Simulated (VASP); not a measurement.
# Li2H (Pmmn) in VASP: notebook, part 2 of 2

VASP 6.6.1. The steps go on from the part before.

### Step 3. Single point, PBE

Contents of INCAR:

```
PREC     = Accurate       # precision mode
ENCUT    = 520            # plane-wave cutoff, eV
EDIFF    = 1E-6           # SCF threshold, eV
ISMEAR   = -1             # smearing method
SIGMA    = 0.15           # smearing width, eV
LREAL    = False          # projectors in reciprocal space
LASPH    = True           # aspherical terms in the spheres
NELM     = 80             # most SCF steps
ALGO     = Normal         # electronic algorithm
ISIF     = 2              # what is computed and relaxed
LWAVE    = False          # write WAVECAR
LCHARG   = False          # write CHGCAR
GGA      = PE             # functional
NBANDS   = 16             # bands
```

Contents of KPOINTS:

```
Automatic mesh
0
Gamma
  16 10 6
```

Contents of POSCAR:

```
Li2H
1.0
    2.8282769131      0.0000000000      0.0000000000
    0.0000000000      4.1690503911      0.0000000000
    0.0000000000      0.0000000000      5.9916267034
Li H
4 2
Direct
    0.5000000000      0.0000000000      0.3932670154
    0.0000000000      0.5000000000      0.1469329582
    0.5000000000      0.0000000000      0.8530670418
    0.0000000000      0.5000000000      0.6067329846
    0.5000000000      0.5000000000      0.3899181473
    0.0000000000      0.0000000000      0.6100818527
```

Potentials or basis: VASP PAW PBE potentials, release 64 (Li_sv, H).

Launch:

```console
$ cat potpaw_PBE.64/Li_sv/POTCAR potpaw_PBE.64/H/POTCAR > POTCAR
$ mpirun -np 1 vasp_std > vasp.out
```

OUTCAR:

```text
PREC = Accurate
   ENCUT = 520
   EDIFF = 1E-6
   ISMEAR = -1
   LREAL = False
   LASPH = True
   NELM = 80
   ISIF = 2
   GGA = PE

 ion  position               nearest neighbor table
   1  0.500  0.000  0.393-
   2  0.000  0.500  0.147-
   3  0.500  0.000  0.853-
   4  0.000  0.500  0.607-
   5  0.500  0.500  0.390-
   6  0.000  0.000  0.610-

  LATTYP: Found a simple orthorhombic cell.
 ALAT       =     2.8282769131
 B/A-ratio  =     1.4740601855
 C/A-ratio  =     2.1184724436

  Lattice vectors:

 A1 = (   2.8282769131,   0.0000000000,   0.0000000000)
 A2 = (   0.0000000000,   4.1690503911,   0.0000000000)
 A3 = (   0.0000000000,   0.0000000000,   5.9916267034)

Analysis of symmetry for initial positions (statically):
=====================================================================
 Subroutine PRICEL returns:
 Original cell was already a primitive cell.

[... 175 lines left out ...]
  free energy    TOTEN  =       -15.87377591 eV

  energy without entropy =      -15.80221972  energy(sigma->0) =      -15.83799782

 E-fermi :   1.5687     XC(G=0):  -7.7924

 val. band max:        1.5621661761   @ k =   0.3750   0.2000   0.1667
 cond. band min:       1.5744246167   @ k =   0.1250   0.3000   0.5000
 fundamental gap:      0.0122584406
 Fermi energy:         1.5686690638

 k-point     1 :       0.0000    0.0000    0.0000
  band No.  band energies     occupation
      1     -45.0335      2.00000
      2     -44.9988      2.00000
      3     -44.9529      2.00000
      4     -44.9448      2.00000
      5      -5.2995      2.00000
      6      -2.6250      2.00000
[... 433 lines left out ...]
      3     -44.9416      2.00000
      4     -44.9381      2.00000
      5      -3.9799      2.00000
      6      -2.1828      2.00000
[... 8 lines left out ...]
     15       9.6836      0.00000
     16      11.0645      0.00000

 [... further k-points ...]
[... 5 lines left out ...]
  --------------------------------------------------------------------------------------
  -------------------------------------------------------------------------------------
  Total       -0.0659359     -0.0607060     -0.0588656      0.0000000      0.0000000      0.0000000
  in kB       -1.4953014     -1.3766969     -1.3349602      0.0000000      0.0000000      0.0000000
  external PRESSURE =      -1.4023195 kB  Pullay stress =       0.0000000 kB

 VOLUME and BASIS-vectors are now :
 -----------------------------------------------------------------------------
  energy-cutoff  :      520.00
  volume of cell :       70.65
      direct lattice vectors                 reciprocal lattice vectors
     2.828276913  0.000000000  0.000000000     0.353572168  0.000000000  0.000000000
     0.000000000  4.169050391  0.000000000     0.000000000  0.239862776  0.000000000
     0.000000000  0.000000000  5.991626703     0.000000000  0.000000000  0.166899583

 POSITION                                       TOTAL-FORCE (eV/Angst)
 -----------------------------------------------------------------------------------
      1.41414      0.00000      2.35631         0.000000      0.000000      0.000330
      0.00000      2.08453      0.88037         0.000000      0.000000      0.002052
      1.41414      0.00000      5.11126         0.000000      0.000000     -0.002052
      0.00000      2.08453      3.63532         0.000000      0.000000     -0.000330
      1.41414      2.08453      2.33624         0.000000      0.000000      0.000272
      0.00000      0.00000      3.65538         0.000000      0.000000     -0.000272
 -----------------------------------------------------------------------------------
    total drift:                                0.000000      0.000000      0.000000

  FREE ENERGIE OF THE ION-ELECTRON SYSTEM (eV)
  ---------------------------------------------------
  free  energy   TOTEN  =       -15.8737759109 eV

  energy  without entropy=      -15.8022197212  energy(sigma->0) =      -15.83799782
```

OSZICAR:

```text
N       E                     dE             d eps       ncg     rms          rms(c)
DAV:   1     0.589610797431E+02    0.58961E+02   -0.61950E+03  6912   0.897E+02
DAV:   2    -0.262816505208E+01   -0.61589E+02   -0.58900E+02  8256   0.223E+02
DAV:   3    -0.163780003747E+02   -0.13750E+02   -0.13582E+02 13632   0.521E+01
DAV:   4    -0.166329901899E+02   -0.25499E+00   -0.25493E+00  8376   0.132E+01
DAV:   5    -0.166398223253E+02   -0.68321E-02   -0.68318E-02 11672   0.166E+00    0.417E+00
DAV:   6    -0.160362963337E+02    0.60353E+00   -0.29055E-01  9328   0.233E+00    0.202E+00
DAV:   7    -0.158657401072E+02    0.17056E+00   -0.39585E-01  9768   0.267E+00    0.379E-01
DAV:   8    -0.158730273608E+02   -0.72873E-02   -0.52097E-02  8920   0.120E+00    0.169E-01
DAV:   9    -0.158737131187E+02   -0.68576E-03   -0.23698E-03 10104   0.315E-01    0.562E-02
DAV:  10    -0.158737796277E+02   -0.66509E-04   -0.29568E-04 11136   0.824E-02    0.247E-02
DAV:  11    -0.158737754266E+02    0.42012E-05   -0.94474E-06  9880   0.207E-02    0.443E-03
DAV:  12    -0.158737759109E+02   -0.48430E-06   -0.19956E-06  8888   0.108E-02
   1 F= -.15873776E+02 E0= -.15837998E+02  d E =-.715562E-01
```

stdout:

```text
POSCAR found type information on POSCAR LiH
 POSCAR found :  2 types and       6 ions
 scaLAPACK will be used
 LDA part: xc-table for (Slater+PW92), standard interpolation
 POSCAR, INCAR and KPOINTS ok, starting setup
 FFT: planning ... GRIDC
 FFT: planning ... GRID_SOFT
 FFT: planning ... GRID
 WAVECAR not read
 entering main loop
```

Run time: 4.6 min. Hardware: 1 thread of Intel Xeon 8259CL, shared host; peak memory 0.31 GiB.

What came out:

- Free energy: -15.8738 eV
- Band gap on the k mesh: zero (bands 7 and 8 overlap by 4.23 eV)

Forces in eV/Å, atoms in the order of the input:
```
Li   0.000  0.000  0.000
Li   0.000  0.000  0.002
Li   0.000  0.000 -0.002
Li   0.000  0.000  0.000
H    0.000  0.000  0.000
H    0.000  0.000  0.000
```

Levels at points of the mesh, in eV from the Fermi level:
```tsv
k point	band 5	band 6	band 7	band 8	band 9	band 10
(0.00, 0.00, 0.00)	-6.87	-4.19	-1.86	0.82	1.63	5.07
(0.50, 0.00, 0.00)	-4.18	-4.18	1.15	1.15	2.26	2.26
(0.00, 0.50, 0.00)	-5.75	-5.75	-1.20	-1.20	2.58	2.58
(0.50, 0.50, 0.00)	-4.18	-4.18	2.67	2.67	2.72	2.72
(0.00, 0.00, 0.50)	-6.79	-4.59	-1.36	1.35	2.36	2.64
(0.50, 0.00, 0.50)	-4.11	-4.11	0.19	0.19	3.91	3.91
(0.00, 0.50, 0.50)	-5.72	-5.72	-1.56	-1.56	4.57	4.57
(0.50, 0.50, 0.50)	-4.11	-4.11	1.10	1.10	2.73	2.73
```

Caveat: the cutoff is under 1.25 times the usual one of these potentials, so pressure, stress and relaxed cells hold a basis-set (Pulay) error.

### Step 4. Relaxation of cell and atoms, PBE

Contents of INCAR:

```
PREC     = Accurate       # precision mode
ENCUT    = 600            # plane-wave cutoff, eV
EDIFF    = 1E-6           # SCF threshold, eV
ISMEAR   = -1             # smearing method
SIGMA    = 0.15           # smearing width, eV
LREAL    = F              # projectors in reciprocal space
LASPH    = T              # aspherical terms in the spheres
NELM     = 100            # most SCF steps
ALGO     = Normal         # electronic algorithm
ISIF     = 3              # what is computed and relaxed
LWAVE    = F              # write WAVECAR
LCHARG   = F              # write CHGCAR
GGA      = PE             # functional
IBRION   = 2              # ionic algorithm
NSW      = 80             # ionic steps
EDIFFG   = -0.001         # ionic threshold
```

Contents of KPOINTS:

```
regular mesh
0
Gamma
  16 10 6
```

Contents of POSCAR:

```
Li2H
1.0
    2.8228844800      0.0000000000      0.0000000000
    0.0000000000      4.1771411913      0.0000000000
    0.0000000000      0.0000000000      5.9846489786
Li H
4 2
Direct
    0.5000000000      0.0000000000      0.3933023466
    0.0000000000      0.5000000000      0.1468004337
    0.5000000000      0.0000000000      0.8531995663
    0.0000000000      0.5000000000      0.6066976534
    0.5000000000      0.5000000000      0.3898066524
    0.0000000000      0.0000000000      0.6101933476
```

Potentials or basis: VASP PAW PBE potentials, release 64 (Li_sv, H).

Launch:

```console
$ cat potpaw_PBE.64/Li_sv/POTCAR potpaw_PBE.64/H/POTCAR > POTCAR
$ mpirun -np 1 vasp_std > vasp.out
```

OUTCAR:

```text
PREC = Accurate
   ENCUT = 600
   EDIFF = 1E-6
   ISMEAR = -1
   LREAL = F
   LASPH = T
   NELM = 100
   ISIF = 3
   GGA = PE
   IBRION = 2
   NSW = 80
   EDIFFG = -0.001

 ion  position               nearest neighbor table
   1  0.500  0.000  0.393-
   2  0.000  0.500  0.147-
   3  0.500  0.000  0.853-
   4  0.000  0.500  0.607-
   5  0.500  0.500  0.390-
   6  0.000  0.000  0.610-

  LATTYP: Found a simple orthorhombic cell.
 ALAT       =     2.8228844800
 B/A-ratio  =     1.4797421648
 C/A-ratio  =     2.1200474270

  Lattice vectors:

 A1 = (   2.8228844800,   0.0000000000,   0.0000000000)
 A2 = (   0.0000000000,   4.1771411913,   0.0000000000)
 A3 = (   0.0000000000,   0.0000000000,   5.9846489786)

Analysis of symmetry for initial positions (statically):
=====================================================================
 Subroutine PRICEL returns:
 Original cell was already a primitive cell.

 Routine SETGRP: Setting up the symmetry group for a
 simple orthorhombic supercell.

 Subroutine GETGRP returns: Found  8 space group operations
 (whereof  4 operations were pure point group operations)
 out of a pool of  8 trial point group operations.

The static configuration has the point symmetry C_2v.
 The point group associated with its full space group is D_2h.

Analysis of symmetry for dynamics (positions and initial velocities):
=====================================================================
 Subroutine PRICEL returns:
 Original cell was already a primitive cell.

 Routine SETGRP: Setting up the symmetry group for a
 simple orthorhombic supercell.

 Subroutine GETGRP returns: Found  8 space group operations
 (whereof  4 operations were pure point group operations)
 out of a pool of  8 trial point group operations.
[... 154 lines left out ...]
  ---------------------------------------------------
  ext. energy  EPLUGINS =         0.00000000
  ---------------------------------------------------
  free energy    TOTEN  =       -15.87353638 eV

  energy without entropy =      -15.80206245  energy(sigma->0) =      -15.83779942

------------------------ aborting loop because EDIFF is reached ----------------------------------------

  FORCE on cell =-STRESS in cart. coord.  units (eV):
  Direction    XX          YY          ZZ          XY          YZ          ZX
  --------------------------------------------------------------------------------------
  -------------------------------------------------------------------------------------
  Total       -0.0329493     -0.0834723     -0.0514550      0.0000000      0.0000000      0.0000000
  in kB       -0.7480773     -1.8951426     -1.1682278      0.0000000      0.0000000      0.0000000
  external PRESSURE =      -1.2704826 kB  Pullay stress =       0.0000000 kB
[... 101 lines left out ...]
  FREE ENERGIE OF THE ION-ELECTRON SYSTEM (eV)
  ---------------------------------------------------
  free  energy   TOTEN  =       -15.8737358384 eV

  energy  without entropy=      -15.8024000366  energy(sigma->0) =      -15.83806794

[... ionic steps 4 to 8 ...]

--------------------------------------- Ionic step        9  -------------------------------------------

 number of electron      14.0000019 magnetization

------------------------ aborting loop because EDIFF is reached ----------------------------------------
[... 75 lines left out ...]
--------------------------------------- Ionic step       11  -------------------------------------------

 number of electron      14.0000018 magnetization

 Free energy of the ion-electron system (eV)
  ---------------------------------------------------
  ext. energy  EPLUGINS =         0.00000000
  ---------------------------------------------------
  free energy    TOTEN  =       -15.87377120 eV

  energy without entropy =      -15.80243938  energy(sigma->0) =      -15.83810529

 E-fermi :   1.5930     XC(G=0):  -7.8135

 val. band max:        1.5865072080   @ k =   0.3750   0.2000   0.1667
 cond. band min:       1.5993424257   @ k =   0.1250   0.3000   0.5000
 fundamental gap:      0.0128352178
 Fermi energy:         1.5930465625

 k-point     1 :       0.0000    0.0000    0.0000
  band No.  band energies     occupation
      1     -44.9959      2.00000
      2     -44.9603      2.00000
      3     -44.9119      2.00000
      4     -44.9036      2.00000
      5      -5.2944      2.00000
      6      -2.6082      2.00000
      7      -0.2699      1.99999
      8       2.4169      0.00820
      9       3.2389      0.00003
     10       6.6891      0.00000
     11       6.9070      0.00000
[... 309 lines left out ...]
 k-point    24 :       0.3125    0.2000    0.0000
  band No.  band energies     occupation
      1     -44.9739      2.00000
      2     -44.9579      2.00000
      3     -44.9003      2.00000
      4     -44.8967      2.00000
      5      -3.9704      2.00000
      6      -2.1642      2.00000
      7       1.4243      1.50973
      8       2.2179      0.03056
      9       4.5136      0.00000
     10       5.3681      0.00000
     11       5.9017      0.00000

 [... further k-points ...]
[... 5 lines left out ...]
  --------------------------------------------------------------------------------------
  -------------------------------------------------------------------------------------
  Total       -0.0020691     -0.0007564      0.0028180      0.0000000      0.0000000      0.0000000
  in kB       -0.0472641     -0.0172770      0.0643712      0.0000000      0.0000000      0.0000000
  external PRESSURE =      -0.0000566 kB  Pullay stress =       0.0000000 kB
[... 21 lines left out ...]
  FREE ENERGIE OF THE ION-ELECTRON SYSTEM (eV)
  ---------------------------------------------------
  free  energy   TOTEN  =       -15.8737712010 eV

  energy  without entropy=      -15.8024393789  energy(sigma->0) =      -15.83810529

 reached required accuracy - stopping structural energy minimisation
```

OSZICAR:

```text
N       E                     dE             d eps       ncg     rms          rms(c)
DAV:   1     0.448076760166E+02    0.44808E+02   -0.74393E+03  4752   0.141E+03
DAV:   2    -0.354834744950E+01   -0.48356E+02   -0.46973E+02  5131   0.252E+02
DAV:   3    -0.161648418007E+02   -0.12616E+02   -0.12548E+02  9273   0.729E+01
DAV:   4    -0.166076200772E+02   -0.44278E+00   -0.44223E+00  5661   0.240E+01
[... 56 lines left out ...]
  10 F= -.15873769E+02 E0= -.15838103E+02  d E =-.122445E-05
       N       E                     dE             d eps       ncg     rms          rms(c)
DAV:   1    -0.158737677555E+02    0.12305E-05   -0.22134E-03  4752   0.552E-01    0.158E-02
DAV:   2    -0.158737708651E+02   -0.31096E-05   -0.29526E-05  5821   0.591E-02    0.988E-03
DAV:   3    -0.158737712010E+02   -0.33592E-06   -0.21909E-06  5447   0.149E-02
  11 F= -.15873771E+02 E0= -.15838105E+02  d E =-.309761E-05
```

CONTCAR:

```text
Li2H
   1.00000000000000
     2.8221251721899963    0.0000000000000000    0.0000000000000000
     0.0000000000000000    4.1582602246229792    0.0000000000000000
     0.0000000000000000    0.0000000000000000    5.9769427679797120
  Li              H
     4     2
Direct
     0.5000000000000000    0.0000000000000000    0.3929761751004468
     0.0000000000000000    0.5000000000000000    0.1469105358147119
     0.5000000000000000    0.0000000000000000    0.8530894641852881
     0.0000000000000000    0.5000000000000000    0.6070238248995533
     0.5000000000000000    0.5000000000000000    0.3898257308819730
     0.0000000000000000    0.0000000000000000    0.6101742691180272

  0.00000000E+00  0.00000000E+00  0.00000000E+00
  0.00000000E+00  0.00000000E+00  0.00000000E+00
  0.00000000E+00  0.00000000E+00  0.00000000E+00
  0.00000000E+00  0.00000000E+00  0.00000000E+00
  0.00000000E+00  0.00000000E+00  0.00000000E+00
  0.00000000E+00  0.00000000E+00  0.00000000E+00
```

It took 14 min on 1 thread of Intel Xeon 8259CL, shared host; peak memory 0.32 GiB.

Results:

| Quantity | Value |
| --- | --- |
| Free energy | -15.8738 eV |
| Relaxed volume | 11.69 Å³/atom |
| Relaxed cell | a = 2.822 Å, b = 4.158 Å, c = 5.977 Å, α = 90.00°, β = 90.00°, γ = 90.00° |
| Space group after relaxing (to 0.1 Å) | Pmmn (No. 59) |
| Energy gained by relaxing | 0.0 meV/atom |
| Ionic steps | 11 |
| Pressure after relaxing | 0.0 GPa |
| Band gap on the k mesh | zero (bands 7 and 8 overlap by 4.24 eV) |

Step by step:
```csv
step,energy change (eV),largest force (eV/Å),pressure (GPa),volume (Å³)
1,0.0000,0.0034,-0.13,70.57
2,-0.0001,0.0041,-0.09,70.47
3,-0.0002,0.0060,-0.01,70.19
4,-0.0002,0.0065,0.02,70.13
5,-0.0002,0.0064,0.02,70.14
6,-0.0002,0.0039,0.01,70.14
7,-0.0002,0.0012,0.00,70.13
8,-0.0002,0.0019,0.00,70.13
9,-0.0002,0.0013,0.00,70.13
10,-0.0002,0.0011,0.00,70.13
11,-0.0002,0.0002,0.00,70.14
```

Final structure:
```yaml
crystal:
  lattice:
    - [2.82213, 0.00000, 0.00000]
    - [0.00000, 4.15826, 0.00000]
    - [0.00000, 0.00000, 5.97694]
  atoms:
    - { symbol: Li, position: [0.50000, 0.00000, 0.39298] }
    - { symbol: Li, position: [0.00000, 0.50000, 0.14691] }
    - { symbol: Li, position: [0.50000, 0.00000, 0.85309] }
    - { symbol: Li, position: [0.00000, 0.50000, 0.60702] }
    - { symbol: H, position: [0.50000, 0.50000, 0.38983] }
    - { symbol: H, position: [0.00000, 0.00000, 0.61017] }
```

Caveat: the cutoff is under 1.25 times the usual one of these potentials, so pressure, stress and relaxed cells hold a basis-set (Pulay) error.

### Step 5. Summary

```tsv
task	cell	k mesh	cutoff (eV)	smearing	gap on the mesh (eV)
single point	a = 2.823, b = 4.177, c = 5.985 Å, 6 atoms, atomic positions A	14 × 10 × 6	520	gaussian 0.1 eV	none
single point	a = 2.828, b = 4.169, c = 5.992 Å, 6 atoms, atomic positions B	16 × 10 × 6	520	fermi-dirac 0.15 eV	none
relaxation of cell and atoms	relaxed from a = 2.823, b = 4.177, c = 5.985 Å, 6 atoms, atomic positions A	16 × 10 × 6	600	fermi-dirac 0.15 eV	none
```

Alike in all rows: level PBE; potentials or basis VASP PAW PBE potentials, release 64 (Li_sv, H); no spin polarisation.

Caveats: the cutoff is under 1.25 times the usual one of these potentials, so pressure, stress and relaxed cells hold a basis-set (Pulay) error.

Total energies depend on the potentials used, so only differences within one code and one set of settings carry meaning.

The gap in the log of VASP goes by the Fermi energy; the results here count the filled bands.